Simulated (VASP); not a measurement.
Input of a VASP 6.6.1 run:

The input INCAR:

```
  PREC = Accurate
  ENCUT = 600
  EDIFF = 1E-6
  ISMEAR = 0
  SIGMA = 0.1
  LREAL = F
  LASPH = T
  NELM = 100
  ALGO = Normal
  ISIF = 3
  LWAVE = F
  LCHARG = F
  GGA = PE
  IBRION = 2
  NSW = 100
  EDIFFG = -0.01
```

Contents of KPOINTS:

```
Automatic mesh
0
Gamma
  8 8 8
```

POSCAR

```
Ta4Ag
1.0
    4.8334061733      0.0000000000      0.0000000000
    0.0000000000      4.8334061733      0.0000000000
    0.0000000000      0.0000000000      4.8334061733
Ta Ag
4 1
Direct
    0.0000000000      0.5000000000      0.5000000000
    0.5000000000      0.0000000000      0.5000000000
    0.5000000000      0.5000000000      0.0000000000
    0.0000000000      0.0000000000      0.0000000000
    0.5000000000      0.5000000000      0.5000000000
```

Potentials or basis: VASP PAW PBE potentials, release 64 (Ta_pv, Ag).

Launch:

```sh
$ cat potpaw_PBE.64/Ta_pv/POTCAR potpaw_PBE.64/Ag/POTCAR > POTCAR
$ mpirun -np 1 vasp_std > vasp.out
```

Estimate the relaxed volume.

22.56 Å³/atom.

Predict the space group after relaxing (to 0.05 Å).

Pm-3m (No. 221).

What does it give for the relaxed cell?

a = 4.832 Å, b = 4.832 Å, c = 4.832 Å, α = 90.00°, β = 90.00°, γ = 90.00°.

Final structure:
```cif
data_structure
_symmetry_space_group_name_H-M 'P 1'
_symmetry_Int_Tables_number 1
_cell_length_a 4.8319
_cell_length_b 4.8319
_cell_length_c 4.8319
_cell_angle_alpha 90.000
_cell_angle_beta 90.000
_cell_angle_gamma 90.000
_cell_volume 112.81
loop_
_atom_site_label
_atom_site_type_symbol
_atom_site_fract_x
_atom_site_fract_y
_atom_site_fract_z
_atom_site_occupancy
Ta1 Ta 0.00000 0.50000 0.50000 1
Ta2 Ta 0.50000 0.00000 0.50000 1
Ta3 Ta 0.50000 0.50000 0.00000 1
Ta4 Ta 0.00000 0.00000 0.00000 1
Ag1 Ag 0.50000 0.50000 0.50000 1
```
